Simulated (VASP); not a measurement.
# KCdCO3F (P-6c2) in VASP: a series of runs

Aim: see how the results for KCdCO3F move with the level of theory and the settings. Levels: LDA, PBEsol. Tasks: single point.

Everything below comes from runs of VASP 6.6.1. Logs are shortened: lines on timing, memory, paths and dates and some standing lists are left out, and cuts for length are marked.

## (1) The cell of the first run

The structure is hexagonal, space group P-6c2 (No. 188). The conventional cell has a = 5.028 Å, b = 5.028 Å, c = 8.731 Å, α = 90.00°, β = 90.00°, γ = 120.00°. K (site symmetry 32) has 6 O at 2.76 Å and 3 F at 2.90 Å and 6 C at 3.63 Å and 6 Cd at 3.63 Å within 3.7 Å. Within 3.0 Å of Cd (site symmetry -6) lie 2 F at 2.18 Å and 6 O at 2.21 to 2.84 Å and 3 C at 2.90 Å. C (site symmetry -6) has 3 O at 1.28 Å within 1.7 Å. O (site symmetry m) has 1 C at 1.28 Å within 1.7 Å. F (site symmetry 32) has 2 Cd at 2.18 Å and 3 K at 2.90 Å and 6 O at 3.10 Å within 3.2 Å.

## (2) Single point, LDA

Input file INCAR:

```
PREC = Accurate
ENCUT = 520
EDIFF = 1E-6
ISMEAR = -1
SIGMA = 0.02
LREAL = F
LASPH = T
NELM = 80
ALGO = Normal
ISIF = 2
LWAVE = F
LCHARG = T
GGA = CA
LELF = T
LVHAR = T
NBANDS = 63
```

Input file KPOINTS:

```
regular mesh
0
Gamma
  6 6 4
```

Input file POSCAR:

```
KCdCO3F
1.0
    5.0281307804      0.0000000000      0.0000000000
   -2.5140653902      4.3544889893      0.0000000000
    0.0000000000      0.0000000000      8.7311972988
K Cd C O F
2 2 2 6 2
Direct
    0.6666666667      0.3333333333      0.5000000000
    0.6666666667      0.3333333333      0.0000000000
    0.0000000000      0.0000000000      0.2500000000
    0.0000000000      0.0000000000      0.7500000000
    0.3333333333      0.6666666667      0.2500000000
    0.3333333333      0.6666666667      0.7500000000
    0.4127951637      0.9518159193      0.2500000000
    0.5390207556      0.5872048363      0.2500000000
    0.0481840807      0.4609792444      0.2500000000
    0.0481840807      0.5872048363      0.7500000000
    0.4127951637      0.4609792444      0.7500000000
    0.5390207556      0.9518159193      0.7500000000
    0.0000000000      0.0000000000      0.5000000000
    0.0000000000      0.0000000000      0.0000000000
```

Potentials or basis: VASP PAW LDA potentials, release 64 (K_sv, Cd, C, O, F).

On the command line:

```console
> cat potpaw_LDA.64/K_sv/POTCAR potpaw_LDA.64/Cd/POTCAR potpaw_LDA.64/C/POTCAR potpaw_LDA.64/O/POTCAR potpaw_LDA.64/F/POTCAR > POTCAR
> mpirun -np 1 vasp_std > vasp.out
```

OUTCAR:

```text
PREC = Accurate
   ENCUT = 520
   EDIFF = 1E-6
   ISMEAR = -1
   LREAL = F
   LASPH = T
   NELM = 80
   ISIF = 2
   GGA = CA

 ion  position               nearest neighbor table
   1  0.667  0.333  0.500-  12 2.76   9 2.76   7 2.76  10 2.76   8 2.76  11 2.76   3 3.63   4 3.63
                             3 3.63   4 3.63   3 3.63   4 3.63
   2  0.667  0.333  0.000-  12 2.76   9 2.76   7 2.76  10 2.76   8 2.76  11 2.76   3 3.63   4 3.63
                             3 3.63   4 3.63   3 3.63   4 3.63
   3  0.000  0.000  0.250-  13 2.18  14 2.18   9 2.21   8 2.21   7 2.21   8 2.84   9 2.84   7 2.84
                             5 2.90   5 2.90   5 2.90   2 3.63   1 3.63   2 3.63   1 3.63   1 3.63
   4  0.000  0.000  0.750-  13 2.18  14 2.18  11 2.21  10 2.21  12 2.21  10 2.84  11 2.84  12 2.84
                             6 2.90   6 2.90   6 2.90   1 3.63   2 3.63   1 3.63   2 3.63   2 3.63
   5  0.333  0.667  0.250-   7 1.28   9 1.28   8 1.28   3 2.90   3 2.90   3 2.90
   6  0.333  0.667  0.750-  10 1.28  12 1.28  11 1.28   4 2.90   4 2.90   4 2.90
   7  0.413  0.952  0.250-   5 1.28   3 2.21   1 2.76   2 2.76   3 2.84
   8  0.539  0.587  0.250-   5 1.28   3 2.21   1 2.76   2 2.76   3 2.84
   9  0.048  0.461  0.250-   5 1.28   3 2.21   1 2.76   2 2.76   3 2.84
  10  0.048  0.587  0.750-   6 1.28   4 2.21   1 2.76   2 2.76   4 2.84
  11  0.413  0.461  0.750-   6 1.28   4 2.21   1 2.76   2 2.76   4 2.84
  12  0.539  0.952  0.750-   6 1.28   4 2.21   1 2.76   2 2.76   4 2.84
  13  0.000  0.000  0.500-   3 2.18   4 2.18
  14  0.000  0.000  0.000-   3 2.18   4 2.18

  LATTYP: Found a hexagonal cell.
 ALAT       =     5.0281307804
 C/A-ratio  =     1.7364698096

  Lattice vectors:

 A1 = (   5.0281307804,   0.0000000000,   0.0000000000)
 A2 = (  -2.5140653902,   4.3544889893,   0.0000000000)
 A3 = (   0.0000000000,   0.0000000000,   8.7311972988)

Analysis of symmetry for initial positions (statically):
=====================================================================
 Subroutine PRICEL returns:
 Original cell was already a primitive cell.

 Routine SETGRP: Setting up the symmetry group for a
 hexagonal supercell.

 Subroutine GETGRP returns: Found 12 space group operations
 (whereof  6 operations were pure point group operations)
 out of a pool of 24 trial point group operations.

The static configuration has the point symmetry D_3 .
 The point group associated with its full space group is D_3h.

Analysis of symmetry for dynamics (positions and initial velocities):
=====================================================================
 Subroutine PRICEL returns:
 Original cell was already a primitive cell.

 Routine SETGRP: Setting up the symmetry group for a
 hexagonal supercell.

 Subroutine GETGRP returns: Found 12 space group operations
 (whereof  6 operations were pure point group operations)
 out of a pool of 24 trial point group operations.

The dynamic configuration has the point symmetry D_3 .
 The point group associated with its full space group is D_3h.

 Subroutine INISYM returns: Found 12 space group operations
 (whereof  6 operations are pure point group operations),
 and found     1 'primitive' translations

----------------------------------------------------------------------------------------

                                     Primitive cell

  volume of cell :     191.1690

  direct lattice vectors                    reciprocal lattice vectors
     5.028130780  0.000000000  0.000000000     0.198881064  0.114824036  0.000000000
    -2.514065390  4.354488989  0.000000000     0.000000000  0.229648072  0.000000000
     0.000000000  0.000000000  8.731197299     0.000000000  0.000000000  0.114531829

  length of vectors
     5.028130780  5.028130780  8.731197299     0.229648072  0.229648072  0.114531829

  position of ions in fractional coordinates (direct lattice)
     0.666666667  0.333333333  0.500000000
     0.666666667  0.333333333  0.000000000
     0.000000000  0.000000000  0.250000000
     0.000000000  0.000000000  0.750000000
     0.333333333  0.666666667  0.250000000
     0.333333333  0.666666667  0.750000000
     0.412795164  0.951815919  0.250000000
     0.539020756  0.587204836  0.250000000
     0.048184081  0.460979244  0.250000000
     0.048184081  0.587204836  0.750000000
     0.412795164  0.460979244  0.750000000
     0.539020756  0.951815919  0.750000000
     0.000000000  0.000000000  0.500000000
[... 32 lines left out ...]
     0.000000000  0.000000000  0.028632957     0.000000000  0.000000000  0.250000000

  Length of vectors
     0.038274679  0.038274679  0.028632957

  Shift w.r.t. Gamma in fractional coordinates (k-lattice)
     0.000000000  0.000000000  0.000000000

 Subroutine IBZKPT returns following result:
 ===========================================

 Found     21 irreducible k-points:

 Following reciprocal coordinates:
            Coordinates               Weight
  0.000000  0.000000  0.000000      1.000000
  0.166667  0.000000  0.000000      6.000000
  0.333333 -0.000000  0.000000      6.000000
  0.500000  0.000000  0.000000      3.000000
  0.166667  0.166667  0.000000      6.000000
  0.333333  0.166667  0.000000     12.000000
[... 13 lines left out ...]
  0.333333  0.166667  0.500000     12.000000
  0.333333  0.333333  0.500000      2.000000
   k-points           NKPTS =     21   k-points in BZ     NKDIM =     21   number of bands    NBANDS=     63
   number of dos      NEDOS =    301   number of ions     NIONS =     14
   total plane-waves  NPLWV = 112000
   dimension x,y,z NGX =    40 NGY =   40 NGZ =   70
   dimension x,y,z NGXF=    80 NGYF=   80 NGZF=  140
   ions per type =               2   2   2   6   2
   NGX,Y,Z   is equivalent  to a cutoff of  13.23, 13.23, 13.33 a.u.
   NGXF,Y,Z  is equivalent  to a cutoff of  26.45, 26.45, 26.66 a.u.
 SYSTEM =  unknown system
   PREC   = accura    normal or accurate (medium, high low for compatibility)
   ISTART =      0    job   : 0-new  1-cont  2-samecut
   ICHARG =      2    charge: 1-file 2-atom 10-const
   ISPIN  =      1    spin polarized calculation?
   LNONCOLLINEAR =      F non collinear calculations
   LSORBIT =      F    spin-orbit coupling
   LASPH  =      T    aspherical Exc in radial PAW
   ENCUT  =  520.0 eV  38.22 Ry    6.18 a.u.   9.35  9.35 16.23*2*pi/ulx,y,z
   NELM   =     80;   NELMIN=  2; NELMDL= -5     # of ELM steps
   EDIFF  = 0.1E-05   stopping-criterion for ELM
   LREAL  =      F    real-space projection
   EDIFFG = 0.1E-04   stopping-criterion for IOM
   NSW    =      0    number of steps for IOM
   IBRION =     -1    ionic relax: 0-MD 1-quasi-New 2-CG
   NFREE  =      0    steps in history (QN), initial steepest desc. (CG)
   ISIF   =      2    stress and relaxation
   ISYM   =      2    0-nonsym 1-usesym 2-fastsym
   POTIM  = 0.5000    time-step for ionic-motion
   TEBEG  =    0.0;   TEEND  =   0.0 temperature during run
   PSTRESS=    0.0 pullay stress
   NELECT =     100.0000    total number of electrons
   NUPDOWN=      -1.0000    fix difference up-down
   EMIN   =  10.00;   EMAX   =-10.00  energy-range for DOS
   EFERMI =   0.00;   METHOD = LEGACY
   ISMEAR =    -1;   SIGMA  =   0.02  broadening in eV -4-tet -1-fermi 0-gaus
   EFERMI_NEDOS =   21; number of points for ismear=-14 and -15
   IALGO  =     38    algorithm
   IMIX   =      4    mixing-type and parameters
     AMIX     =   0.40;   BMIX     =  1.00
     AMIX_MAG =   1.60;   BMIX_MAG =  1.00
  volume/ion in A,a.u.               =      13.65        92.15
  Fermi-wavevector in a.u.,A,eV,Ry     =   1.319073  2.492687 23.673522  1.739955
  Thomas-Fermi vector in A             =   2.448998
   LORBIT       =      0    0 simple, 1 ext, 2 COOP (PROOUT), +10 PAW based schemes
   GGA     = CA    functional components
   LHFCALC =     F    Hartree Fock is set to
   AEXX    =    0.0000 exact exchange contribution
   IVDW    =     0    specifies the selected vdW correction
   LEPSILON=     F    determine dielectric tensor
   LRPA    =     F    only Hartree local field effects (RPA)
 non-spin polarized calculation
  energy-cutoff  :      520.00
  volume of cell :      191.17
 maximum number of plane-waves:      5181
 NGX is ok and might be reduce to    40
   NGX = 19   NGY = 19   NGZ = 33

 number of electron     100.0000020 magnetization

 Free energy of the ion-electron system (eV)
  ---------------------------------------------------
  ext. energy  EPLUGINS =         0.00000000
  ---------------------------------------------------
  free energy    TOTEN  =       -89.30596406 eV

  energy without entropy =      -89.30596406  energy(sigma->0) =      -89.30596406

 E-fermi :   0.2985     XC(G=0): -10.1799

 val. band max:       -0.2161889364   @ k =   0.1667   0.0000   0.0000
 cond. band min:       2.9113558900   @ k =   0.0000   0.0000   0.0000
 fundamental gap:      3.1275448264
 Fermi energy:         0.2984507737

 k-point     1 :       0.0000    0.0000    0.0000
  band No.  band energies     occupation
      1     -27.2588      2.00000
      2     -27.2474      2.00000
      3     -22.0451      2.00000
      4     -22.0447      2.00000
      5     -21.1746      2.00000
      6     -21.0867      2.00000
[... 1354 lines left out ...]
     61       8.6658      0.00000
     62       8.6658      0.00000
 [bands above 62 left out]

------------------------ aborting loop because EDIFF is reached ----------------------------------------

  FORCE on cell =-STRESS in cart. coord.  units (eV):
  Direction    XX          YY          ZZ          XY          YZ          ZX
  --------------------------------------------------------------------------------------
  -------------------------------------------------------------------------------------
  Total        2.0296897      2.0296897      0.7874900      0.0000000      0.0000000     -0.0000000
  in kB       17.0107191     17.0107191      6.5999111      0.0000000      0.0000000     -0.0000000
  external PRESSURE =      13.5404498 kB  Pullay stress =       0.0000000 kB

 VOLUME and BASIS-vectors are now :
 -----------------------------------------------------------------------------
  energy-cutoff  :      520.00
  volume of cell :      191.17
      direct lattice vectors                 reciprocal lattice vectors
     5.028130780  0.000000000  0.000000000     0.198881064  0.114824036  0.000000000
    -2.514065390  4.354488989  0.000000000     0.000000000  0.229648072  0.000000000
     0.000000000  0.000000000  8.731197299     0.000000000  0.000000000  0.114531829

 POSITION                                       TOTAL-FORCE (eV/Angst)
 -----------------------------------------------------------------------------------
      2.51407      1.45150      4.36560         0.000000      0.000000     -0.000000
      2.51407      1.45150      0.00000         0.000000      0.000000     -0.000000
      0.00000      0.00000      2.18280         0.000000      0.000000      0.000000
      0.00000      0.00000      6.54840         0.000000      0.000000     -0.000000
     -0.00000      2.90299      2.18280         0.000000      0.000000     -0.000000
     -0.00000      2.90299      6.54840         0.000000      0.000000      0.000000
     -0.31734      4.14467      2.18280        -0.027509      0.336962     -0.000000
      1.23400      2.55698      2.18280         0.305572     -0.144658     -0.000000
     -0.91666      2.00733      2.18280        -0.278064     -0.192304      0.000000
     -1.23400      2.55698      6.54840        -0.305572     -0.144658     -0.000000
      0.91666      2.00733      6.54840         0.278064     -0.192304     -0.000000
      0.31734      4.14467      6.54840         0.027509      0.336962     -0.000000
      0.00000      0.00000      4.36560         0.000000      0.000000     -0.000000
      0.00000      0.00000      0.00000         0.000000      0.000000     -0.000000
 -----------------------------------------------------------------------------------
    total drift:                                0.000003     -0.000002      0.000000

  FREE ENERGIE OF THE ION-ELECTRON SYSTEM (eV)
  ---------------------------------------------------
  free  energy   TOTEN  =       -89.3059640620 eV

  energy  without entropy=      -89.3059640620  energy(sigma->0) =      -89.30596406
```

It took 3.6 min on 1 thread of AMD EPYC 9R45 (Zen 5), shared host; peak memory 0.37 GiB.

What came out:

```
Free energy            : -89.3060 eV
Pressure               : 1.4 GPa
Largest force          : 0.338 eV/Å
Band gap on the k mesh : 3.13 eV
```

Forces on the atoms (eV/Å):
```
K    0.000  0.000  0.000
K    0.000  0.000  0.000
Cd   0.000  0.000  0.000
Cd   0.000  0.000  0.000
C    0.000  0.000  0.000
C    0.000  0.000  0.000
O   -0.028  0.337  0.000
O    0.306 -0.145  0.000
O   -0.278 -0.192  0.000
O   -0.306 -0.145  0.000
O    0.278 -0.192  0.000
O    0.028  0.337  0.000
F    0.000  0.000  0.000
F    0.000  0.000  0.000
```

## (3) Single point, PBEsol

This run uses another cell than the first one, of 14.51 Å³/atom.

Input file INCAR:

```
SYSTEM = KCdCO3F
  PREC = Accurate
  ENCUT = 520
  EDIFF = 1E-6
  ISMEAR = -1
  SIGMA = 0.02
  LREAL = .False.
  LASPH = .True.
  NELM = 80
  ALGO = Normal
  ISIF = 2
  LWAVE = .False.
  LCHARG = .True.
  GGA = PS
  LELF = .True.
  LVHAR = .True.
  NBANDS = 63
```

Input file KPOINTS:

```
regular mesh
0
Gamma
  6 6 4
  0 0 0
```

Input file POSCAR:

```
KCdCO3F
1.0
    5.1304359658      0.0000000000      0.0000000000
   -2.5652179829      4.4430878789      0.0000000000
    0.0000000000      0.0000000000      8.9120444529
K Cd C O F
2 2 2 6 2
Direct
    0.6666666667      0.3333333333      0.5000000000
    0.6666666667      0.3333333333      0.0000000000
    0.0000000000      0.0000000000      0.2500000000
    0.0000000000      0.0000000000      0.7500000000
    0.3333333333      0.6666666667      0.2500000000
    0.3333333333      0.6666666667      0.7500000000
    0.4062019770      0.9466412587      0.2500000000
    0.5404392818      0.5937980230      0.2500000000
    0.0533587413      0.4595607182      0.2500000000
    0.0533587413      0.5937980230      0.7500000000
    0.4062019770      0.4595607182      0.7500000000
    0.5404392818      0.9466412587      0.7500000000
    0.0000000000      0.0000000000      0.5000000000
    0.0000000000      0.0000000000      0.0000000000
```

Potentials or basis: VASP PAW PBE potentials, release 64 (K_sv, Cd, C, O, F).

On the command line:

```console
> cat potpaw_PBE.64/K_sv/POTCAR potpaw_PBE.64/Cd/POTCAR potpaw_PBE.64/C/POTCAR potpaw_PBE.64/O/POTCAR potpaw_PBE.64/F/POTCAR > POTCAR
> mpirun -np 1 vasp_std > vasp.out
```

Run time: 3.6 min. Hardware: 1 thread of AMD EPYC 9R45 (Zen 5), shared host; peak memory 0.44 GiB.

Results (log left out):

```yaml
Free_energy: -84.0354 eV
Pressure: 0.9 GPa
Largest_force: 0.273 eV/Å
Band_gap_on_the_k_mesh: 3.12 eV
```

Forces on the atoms (eV/Å):
```
K    0.000  0.000  0.000
K    0.000  0.000  0.000
Cd   0.000  0.000  0.000
Cd   0.000  0.000  0.000
C    0.000  0.000  0.000
C    0.000  0.000  0.000
O   -0.034  0.271  0.000
O    0.252 -0.106  0.000
O   -0.217 -0.165  0.000
O   -0.252 -0.106  0.000
O    0.217 -0.165  0.000
O    0.034  0.271  0.000
F    0.000  0.000  0.000
F    0.000  0.000  0.000
```

Stress tensor (GPa, compression positive):
```
1.18 0.00 0.00
0.00 1.18 0.00
0.00 0.00 0.36
```

Levels at points of the mesh, in eV from the valence-band top:
```tsv
k point	band 46	band 47	band 48	band 49	band 50	band 51	band 52	band 53	band 54	band 55
(0.00, 0.00, 0.00)	-1.33	-1.28	-1.28	-0.76	0.00	3.12	5.19	5.24	5.89	6.70
(0.50, 0.00, 0.00)	-1.31	-1.24	-0.78	-0.04	-0.02	4.88	5.95	5.98	6.28	6.36
(0.00, 0.00, 0.50)	-1.30	-1.30	-1.30	-0.36	-0.36	3.80	3.80	5.69	5.69	7.13
(0.50, 0.00, 0.50)	-1.31	-1.25	-1.25	-0.04	-0.04	5.36	5.36	5.94	5.94	6.98
```

Caveat: the PAW data sets were made with another functional, which shifts forces and pressure a little. As with any semilocal functional, this PBEsol gap is likely too small.
